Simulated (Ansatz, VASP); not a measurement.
TiC in VASP and in Ansatz

```
Ti C
1.0
     0.00000    2.09908    2.22892
     2.09908    0.00000    2.22892
     2.09908    2.09908    0.00000
Ti C
1 1
Direct
  0.00000 0.00000 0.00000
  0.50000 0.50000 0.50000
```

Change from the starting cell: strain -0.030 along x and y, +0.030 along z, atoms carried along.

Alike in both runs: task single point; functional r2SCAN; k mesh 18 × 18 × 18; occupations gaussian, width 0.15 eV; no spin polarisation.

|  | VASP | Ansatz |
| --- | --- | --- |
| version | VASP 6.6.1 | Ansatz 0.2.0 |
| potentials or method | VASP PAW PBE potentials, release 64 (Ti_sv, C), cutoff 520 eV | scalar-relativistic, plane waves, PAW |
| valence electrons in the cell | 16 | 16 |

|  | VASP | Ansatz | Ansatz less VASP |
| --- | --- | --- | --- |
| gap on the k mesh at the Fermi level (eV) | none | none | - |
| pressure (GPa) | 11.6 | 10.6 | -0.99 |
| traceless stress, the component that is largest in VASP (GPa) | -17.22 | -17.00 | +0.213 |

VASP's potentials were made for PBE, not for r2SCAN. A gap of «none» marks a metal or a gap that the smearing closes. With one functional, cell and mesh, what is left measures potentials, basis and numerics.
